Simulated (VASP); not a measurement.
# AgI (F-43m) in VASP: further runs, part 3 of 3

VASP 6.6.1.

## 5. Electric field gradients, PBE (34.58 Å³/atom)

This run uses another cell than the first one, of 34.58 Å³/atom.

INCAR reads:

```
  PREC = Accurate
  ENCUT = 400
  EDIFF = 1E-8
  ISMEAR = -1
  SIGMA = 0.01
  LREAL = False
  LASPH = True
  NELM = 120
  ALGO = Normal
  ISIF = 2
  LWAVE = False
  LCHARG = False
  GGA = PE
  LEFG = True
  NBANDS = 16
  GGA_COMPAT = False
```

KPOINTS reads:

```
regular mesh
0
Gamma
  7 7 7
```

POSCAR reads:

```
AgI
1.0
    0.0000000000      3.2579343995      3.2579343995
    3.2579343995      0.0000000000      3.2579343995
    3.2579343995      3.2579343995      0.0000000000
Ag I
1 1
Direct
    0.0000000000      0.0000000000      0.0000000000
    0.7500000000      0.7500000000      0.7500000000
```

Potentials or basis: VASP PAW PBE potentials, release 64 (Ag, I).

Launch:

```sh
$ cat potpaw_PBE.64/Ag/POTCAR potpaw_PBE.64/I/POTCAR > POTCAR
$ mpirun -np 1 vasp_std > vasp.out
```

OUTCAR:

```text
PREC = Accurate
   ENCUT = 400
   EDIFF = 1E-8
   ISMEAR = -1
   LREAL = False
   LASPH = True
   NELM = 120
   ISIF = 2
   GGA = PE

 ion  position               nearest neighbor table
   1  0.000  0.000  0.000-   2 2.82   2 2.82   2 2.82   2 2.82
   2  0.750  0.750  0.750-   1 2.82   1 2.82   1 2.82   1 2.82

  LATTYP: Found a face centered cubic cell.
 ALAT       =     6.5158687990

  Lattice vectors:

 A1 = (   0.0000000000,   3.2579343995,   3.2579343995)
 A2 = (   3.2579343995,   0.0000000000,   3.2579343995)
[... 584 lines left out ...]
  FREE ENERGIE OF THE ION-ELECTRON SYSTEM (eV)
  ---------------------------------------------------
  free  energy   TOTEN  =        -4.7758148846 eV

  energy  without entropy=       -4.7758148846  energy(sigma->0) =       -4.77581488

 Electric field gradients (V/A^2)
---------------------------------------------------------------------
 ion       V_xx      V_yy      V_zz      V_xy      V_xz      V_yz
---------------------------------------------------------------------
   1       0.000    -0.000     0.000     0.002     0.002     0.002
   2      -0.000    -0.000    -0.000     0.000     0.000     0.000
---------------------------------------------------------------------

 Electric field gradients after diagonalization (V/A^2)
 (convention: |V_zz| > |V_xx| > |V_yy|)
----------------------------------------------------------------------
 ion       V_xx      V_yy      V_zz     asymmetry (V_yy - V_xx)/ V_zz
----------------------------------------------------------------------
   1      -0.002    -0.002     0.004       0.000
   2      -0.000    -0.000     0.001       0.000
----------------------------------------------------------------------

           NMR quadrupolar parameters

 Cq : quadrupolar parameter    Cq=e*Q*V_zz/h
 eta: asymmetry parameters     (V_yy - V_xx)/ V_zz
 Q  : nuclear electric quadrupole moment in mb (millibarn)
----------------------------------------------------------------------
 ion       Cq(MHz)       eta       Q (mb)
----------------------------------------------------------------------
   1       0.000       0.000       1.000
   2       0.000       0.000       1.000
----------------------------------------------------------------------
```

OSZICAR:

```text
N       E                     dE             d eps       ncg     rms          rms(c)
DAV:   1     0.773185095370E+02    0.77319E+02   -0.67163E+03   672   0.760E+02
DAV:   2    -0.220037374698E+01   -0.79519E+02   -0.75163E+02   776   0.174E+02
DAV:   3    -0.482084969478E+01   -0.26205E+01   -0.26154E+01   792   0.331E+01
DAV:   4    -0.486312461528E+01   -0.42275E-01   -0.42273E-01  1008   0.393E+00
DAV:   5    -0.486321775607E+01   -0.93141E-04   -0.93141E-04   824   0.178E-01    0.511E+00
DAV:   6    -0.477623868232E+01    0.86979E-01   -0.24144E-01   760   0.682E+00    0.385E+00
DAV:   7    -0.477532282988E+01    0.91585E-03   -0.42156E-02   688   0.118E+00    0.165E+00
DAV:   8    -0.477553506208E+01   -0.21223E-03   -0.23604E-03   784   0.413E-01    0.254E-01
DAV:   9    -0.477573689435E+01   -0.20183E-03   -0.36849E-04   808   0.212E-01    0.590E-02
DAV:  10    -0.477577771542E+01   -0.40821E-04   -0.24167E-05   800   0.483E-02    0.205E-02
DAV:  11    -0.477581510789E+01   -0.37392E-04   -0.50949E-05   768   0.476E-02    0.151E-02
DAV:  12    -0.477581463698E+01    0.47091E-06   -0.18921E-06   776   0.133E-02    0.107E-02
DAV:  13    -0.477581481620E+01   -0.17922E-06   -0.10690E-06   808   0.574E-03    0.126E-03
DAV:  14    -0.477581486075E+01   -0.44545E-07   -0.16466E-07   776   0.328E-03    0.364E-03
DAV:  15    -0.477581488346E+01   -0.22710E-07   -0.10531E-08   728   0.106E-03    0.147E-03
DAV:  16    -0.477581488460E+01   -0.11441E-08   -0.19992E-08   768   0.854E-04
   1 F= -.47758149E+01 E0= -.47758149E+01  d E =-.285916E-12
```

stdout:

```text
POSCAR found type information on POSCAR AgI
 POSCAR found :  2 types and       2 ions
 scaLAPACK will be used
 LDA part: xc-table for (Slater+PW92), standard interpolation
 POSCAR, INCAR and KPOINTS ok, starting setup
 FFT: planning ... GRIDC
 FFT: planning ... GRID_SOFT
 FFT: planning ... GRID
 WAVECAR not read
 entering main loop
ion   1

ion   2
```

Run time: 35 s. Hardware: 1 thread of Intel Xeon 8259CL, shared host; peak memory 0.17 GiB.

What came out:

* Free energy: -4.7758 eV
* Pressure: 1.4 GPa
* Band gap on the k mesh: 1.34 eV
* Largest electric field gradient by atom: zero within the noise of the run

Levels at points of the mesh, in eV from the valence-band top:
```
           k point  band 7  band 8  band 9  band 10  band 11  band 12
(0.00, 0.00, 0.00)    0.00    0.00    0.00     1.34     5.77     5.77
```

Caveat: spin-orbit coupling is left out, which moves the levels of the heavy elements.

## 6. Electric field gradients, PBE (35.26 Å³/atom)

This run uses another cell than the first one, of 35.26 Å³/atom.

INCAR reads:

```
ALGO = Normal
EDIFF = 1E-8
ENCUT = 400
GGA = PE
GGA_COMPAT = False
ISIF = 2
ISMEAR = -1
LASPH = True
LCHARG = False
LEFG = True
LREAL = False
LWAVE = False
NBANDS = 16
NELM = 120
PREC = Accurate
SIGMA = 0.01
```

KPOINTS reads:

```
k-points
0
Gamma
  7 7 7
```

POSCAR reads:

```
AgI
1.0
    0.0000000000      3.2790904105      3.2790904105
    3.2790904105      0.0000000000      3.2790904105
    3.2790904105      3.2790904105      0.0000000000
Ag I
1 1
Direct
    0.0000000000      0.0000000000      0.0000000000
    0.7500000000      0.7500000000      0.7500000000
```

Potentials or basis: VASP PAW PBE potentials, release 64 (Ag, I).

Launch:

```sh
$ cat potpaw_PBE.64/Ag/POTCAR potpaw_PBE.64/I/POTCAR > POTCAR
$ mpirun -np 1 vasp_std > vasp.out
```

OUTCAR:

```text
EDIFF = 1E-8
   ENCUT = 400
   GGA = PE
   ISIF = 2
   ISMEAR = -1
   LASPH = True
   LREAL = False
   NELM = 120
   PREC = Accurate

 ion  position               nearest neighbor table
   1  0.000  0.000  0.000-   2 2.84   2 2.84   2 2.84   2 2.84
   2  0.750  0.750  0.750-   1 2.84   1 2.84   1 2.84   1 2.84

  LATTYP: Found a face centered cubic cell.
 ALAT       =     6.5581808210

  Lattice vectors:

 A1 = (   0.0000000000,   3.2790904105,   3.2790904105)
 A2 = (   3.2790904105,   0.0000000000,   3.2790904105)
 A3 = (   3.2790904105,   3.2790904105,   0.0000000000)

Analysis of symmetry for initial positions (statically):
=====================================================================
 Subroutine PRICEL returns:
 Original cell was already a primitive cell.

 Routine SETGRP: Setting up the symmetry group for a
 face centered cubic supercell.

 Subroutine GETGRP returns: Found 24 space group operations
[... 560 lines left out ...]
  volume of cell :       70.52
      direct lattice vectors                 reciprocal lattice vectors
     0.000000000  3.279090410  3.279090410    -0.152481310  0.152481310  0.152481310
     3.279090410  0.000000000  3.279090410     0.152481310 -0.152481310  0.152481310
     3.279090410  3.279090410  0.000000000     0.152481310  0.152481310 -0.152481310

 POSITION                                       TOTAL-FORCE (eV/Angst)
 -----------------------------------------------------------------------------------
      0.00000      0.00000      0.00000         0.000000      0.000000      0.000000
      4.91864      4.91864      4.91864        -0.000000     -0.000000     -0.000000
 -----------------------------------------------------------------------------------
    total drift:                               -0.000000     -0.000000     -0.000000

  FREE ENERGIE OF THE ION-ELECTRON SYSTEM (eV)
  ---------------------------------------------------
  free  energy   TOTEN  =        -4.7856861707 eV

  energy  without entropy=       -4.7856861707  energy(sigma->0) =       -4.78568617

 Electric field gradients (V/A^2)
---------------------------------------------------------------------
 ion       V_xx      V_yy      V_zz      V_xy      V_xz      V_yz
---------------------------------------------------------------------
   1      -0.000    -0.000    -0.000     0.002     0.002     0.002
   2      -0.000     0.000     0.000     0.000     0.000     0.000
---------------------------------------------------------------------

 Electric field gradients after diagonalization (V/A^2)
 (convention: |V_zz| > |V_xx| > |V_yy|)
----------------------------------------------------------------------
 ion       V_xx      V_yy      V_zz     asymmetry (V_yy - V_xx)/ V_zz
----------------------------------------------------------------------
   1      -0.002    -0.002     0.004       0.000
   2      -0.000    -0.000     0.001       0.000
----------------------------------------------------------------------

           NMR quadrupolar parameters

 Cq : quadrupolar parameter    Cq=e*Q*V_zz/h
 eta: asymmetry parameters     (V_yy - V_xx)/ V_zz
 Q  : nuclear electric quadrupole moment in mb (millibarn)
----------------------------------------------------------------------
 ion       Cq(MHz)       eta       Q (mb)
----------------------------------------------------------------------
   1       0.000       0.000       1.000
   2       0.000       0.000       1.000
----------------------------------------------------------------------
```

It took 35 s on 1 thread of Intel Xeon 8259CL, shared host; peak memory 0.17 GiB.

What came out:

| Item | Value |
| --- | --- |
| Free energy | -4.7857 eV |
| Pressure | 0.7 GPa |
| Band gap on the k mesh | 1.34 eV |
| Largest electric field gradient by atom | zero within the noise of the run |

Caveat: spin-orbit coupling is left out, which moves the levels of the heavy elements.

## 7. Summary

```tsv
cell	gap on the mesh (eV)	pressure (GPa)
a = 4.515 Å, angles 60.0°, 2 atoms	1.34	3.7
a = 4.546 Å, angles 60.0°, 2 atoms	1.34	2.8
a = 4.577 Å, angles 60.0°, 2 atoms	1.34	2.1
a = 4.607 Å, angles 60.0°, 2 atoms	1.34	1.4
a = 4.637 Å, angles 60.0°, 2 atoms	1.34	0.7
```

Alike in all rows: task electric field gradients; level PBE; potentials or basis VASP PAW PBE potentials, release 64 (Ag, I); no spin polarisation; k mesh 7 × 7 × 7; cutoff (eV) 400; smearing fermi-dirac 0.01 eV.

Caveats: spin-orbit coupling is left out, which moves the levels of the heavy elements; the cell stands under pressure (at least some runs).

Total energies depend on the potentials used, so only differences within one code and one set of settings carry meaning.
